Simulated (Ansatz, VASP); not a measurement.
# Lu in VASP and in Ansatz

File INCAR:

```
SYSTEM = Lu
  PREC = Accurate
  ENCUT = 520
  EDIFF = 1E-6
  ISMEAR = -1
  SIGMA = 0.08
  LREAL = .FALSE.
  LASPH = .TRUE.
  NELM = 60
  ALGO = Normal
  ISIF = 2
  LWAVE = .FALSE.
  LCHARG = .TRUE.
  GGA = CA
  LELF = .TRUE.
  LVHAR = .TRUE.
  NBANDS = 18
```

The input KPOINTS:

```
Automatic mesh
0
G
  14 14 14
  0 0 0
```

POSCAR

```
Lu
1.0
    2.9439595999      0.0000000000      0.0000000000
    0.0000000000      2.9439595999      0.0000000000
    0.0000000000      0.0000000000      2.9439595999
Lu
1
Direct
    0.0000000000      0.0000000000      0.0000000000
```

Input for Ansatz:

```yaml
crystal:
  lattice:
    - [2.9439595999, 0.0, 0.0]
    - [0.0, 2.9439595999, 0.0]
    - [0.0, 0.0, 2.9439595999]
  atoms:
    - { symbol: Lu, position: [0.0, 0.0, 0.0] }
kpoints:
  mp_grid: { grid: [14, 14, 14] }
scf:
  occupations: { method: fermi_dirac, width: 0.08 }
hamiltonian:
  xc: lda
  pseudopotentials: { kind: all_electron, lapw: { basis_error: 0.001 } }
output:
  forces: true
  stress: true
  eigenvalues: true
  populations: true
```

Change from the starting cell: volume scaled by 0.9, LAPW.

Alike in both runs: task single point; functional LDA; k mesh 14 × 14 × 14; occupations fermi-dirac, width 0.08 eV; no spin polarisation.

|  | VASP | Ansatz |
| --- | --- | --- |
| version | VASP 6.6.1 | Ansatz 0.2.0 |
| potentials or method | VASP PAW PBE potentials, release 64 (Lu), cutoff 520 eV | all-electron LAPW, scalar-relativistic |

```tsv
	VASP	Ansatz	Ansatz less VASP
pressure (GPa)	4.5	4.5	-0.06
```

VASP's potentials were made for PBE, not for LDA. LDA's correlation is that of Perdew and Zunger in VASP and of Perdew and Wang (1992) in Ansatz. Ansatz ran all-electron here, and VASP with PAW potentials.

Spin-orbit coupling is off throughout.
